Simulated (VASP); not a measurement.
Write the native input for VASP 6.6.1 that does the following.

| Item | Value |
| --- | --- |
| Task | relaxation of cell and atoms |
| Functional | PBE |
| Potentials or basis | VASP PAW PBE potentials, release 64 (Te, Pt) |
| Cutoff | 600 eV |
| k mesh | 10 × 10 × 4 |
| Occupations | gaussian, width 0.1 eV |
| Spin | no spin polarisation |
| Dipole correction | no |
| Further INCAR settings | ALGO = Fast; EDIFF = 1e-06; IBRION = 2; EDIFFG = -0.01; NSW = 100; ISIF = 3 |

The structure of TePt3 lies in POSCAR:

```
TePt3
1.0
    2.7508023397     -2.8271120049      0.0000000000
    2.7508023397      2.8271120049      0.0000000000
    0.0000000000      0.0000000000      9.3400164394
Te Pt
2 6
Direct
    0.5000000000      0.5000000000      0.2688313919
    0.5000000000      0.5000000000      0.7311686081
    0.0000000000      0.0000000000      0.7854518595
    0.0000000000      0.0000000000      0.2145481405
    0.0000000000      0.5000000000      0.0000000000
    0.2340062126      0.7659937874      0.5000000000
    0.5000000000      0.0000000000      0.0000000000
    0.7659937874      0.2340062126      0.5000000000
```

The input as run:

INCAR

```
ALGO     = Fast           # electronic algorithm
EDIFF    = 1E-6           # SCF threshold, eV
EDIFFG   = -0.01          # ionic threshold
ENCUT    = 600            # plane-wave cutoff, eV
GGA      = PE             # functional
IBRION   = 2              # ionic algorithm
ISIF     = 3              # what is computed and relaxed
ISMEAR   = 0              # smearing method
LASPH    = T              # aspherical terms in the spheres
LCHARG   = F              # write CHGCAR
LREAL    = F              # projectors in reciprocal space
LWAVE    = F              # write WAVECAR
NELM     = 80             # most SCF steps
NSW      = 100            # ionic steps
PREC     = Accurate       # precision mode
SIGMA    = 0.1            # smearing width, eV
```

KPOINTS

```
k-points
0
Gamma
  10 10 4
```

Potentials or basis: VASP PAW PBE potentials, release 64 (Te, Pt).

The run is started by

```bash
$ cat potpaw_PBE.64/Te/POTCAR potpaw_PBE.64/Pt/POTCAR > POTCAR
$ mpirun -np 1 vasp_std > vasp.out
```

Results of the run:

The relaxed volume is 18.12 Å³/atom and the relaxed cell is a = 3.942 Å, b = 3.942 Å, c = 9.333 Å, α = 90.00°, β = 90.00°, γ = 91.56°. The space group after relaxing (to 0.1 Å) is Cmmm (No. 65), the energy gained by relaxing is 0.1 meV/atom and the ionic steps are 6. The pressure after relaxing is 0.0 GPa and the largest force after relaxing is 0.008 eV/Å. The band gap on the k mesh is zero (bands 36 and 37 overlap by 1.05 eV).

Caveat: spin-orbit coupling is left out, which moves the levels of the heavy elements.

It took 42 min on 1 thread of Oxide Virtual Turin-like Processor, on a shared host, peak memory 0.65 GiB.
